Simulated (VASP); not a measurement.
Wanted: the native input for a VASP 6.6.1 run.

```yaml
Task: single point
Functional: PBE
Potentials_or_basis: VASP PAW PBE potentials, release 64 (In_d, O)
Cutoff: 520 eV
k_mesh: 12 × 12 × 2
Occupations: gaussian, width 0.03 eV
Spin: no spin polarisation
Dipole_correction: no
Further_INCAR_settings: ALGO = Normal; EDIFF = 1e-07; NBANDS = 27
```

The structure of InO lies in POSCAR:

```
InO
1.0
    3.2809331112      0.0000000000      0.0000000000
   -1.6404665556      2.8413714224      0.0000000000
    0.0000000000      0.0000000000     15.8771000000
In O
2 2
Direct
    0.6666666667      0.3333333333      0.5900210000
    0.6666666667      0.3333333333      0.4099790000
    0.0000000000      0.0000000000      0.6398670000
    0.0000000000      0.0000000000      0.3601330000
```

This cell differs from its parent crystal: strain -0.050 along x and y, +0.000 along z.

These files were run (other wordings do the same):

INCAR

```
PREC = Accurate
ENCUT = 520
EDIFF = 1E-7
ISMEAR = 0
SIGMA = 0.03
LREAL = F
LASPH = T
NELM = 100
ALGO = Normal
ISIF = 2
LWAVE = F
LCHARG = F
GGA = PE
NBANDS = 27
```

KPOINTS

```
Automatic mesh
0
Gamma
  12 12 2
```

Potentials or basis: VASP PAW PBE potentials, release 64 (In_d, O).

Command:

```bash
$ cat potpaw_PBE.64/In_d/POTCAR potpaw_PBE.64/O/POTCAR > POTCAR
$ mpirun -np 1 vasp_std > vasp.out
```

Results of the run:

```json
{
 "Largest force": "1.168 eV/Å",
 "Band gap on the k mesh": "0.29 eV (least direct gap 1.50 eV)"
}
```

Caveat: the cell differs from its parent crystal (strain -0.050 along x and y, +0.000 along z); spin-orbit coupling is left out, which moves the levels of the heavy elements.

Run time: 2.4 min on 1 thread of AMD EPYC 9R14 (Zen 4), with other jobs on the host, peak memory 0.27 GiB.
